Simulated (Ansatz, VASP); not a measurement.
**Cu in VASP and in Ansatz**

```
Cu
1.0
    -1.46178    1.46178    1.39419
     1.46178   -1.46178    1.39419
     1.46178    1.46178   -1.39419
Cu
1
Direct
  0.00000 0.00000 0.00000
```

Alike in both runs: task single point; functional PBE0; k mesh 8 × 8 × 8; occupations fermi-dirac, width 0.05 eV; no spin polarisation.

|  | VASP | Ansatz |
| --- | --- | --- |
| version | VASP 6.6.1 | Ansatz 0.2.0 |
| potentials or method | VASP PAW PBE potentials, release 64 (Cu) | Ansatz PAW |
| plane-wave cutoff (eV) | 520 | 420 |
| valence electrons in the cell | 11 | 19 |

|  | VASP | Ansatz | Ansatz less VASP |
| --- | --- | --- | --- |
| gap on the k mesh at the Fermi level (eV) | none | none | - |
| pressure (GPa) | 1.4 | 1.1 | -0.29 |
| traceless stress, the component that is largest in VASP (GPa) | -0.28 | -0.28 | -0.001 |

A gap of «none» marks a metal or a gap that the smearing closes. VASP's potentials hold 11 valence electrons a cell and Ansatz's 19, so a difference there can come from the potentials and not from the codes.

The k mesh is coarse, so the values compare programs but aren't converged.
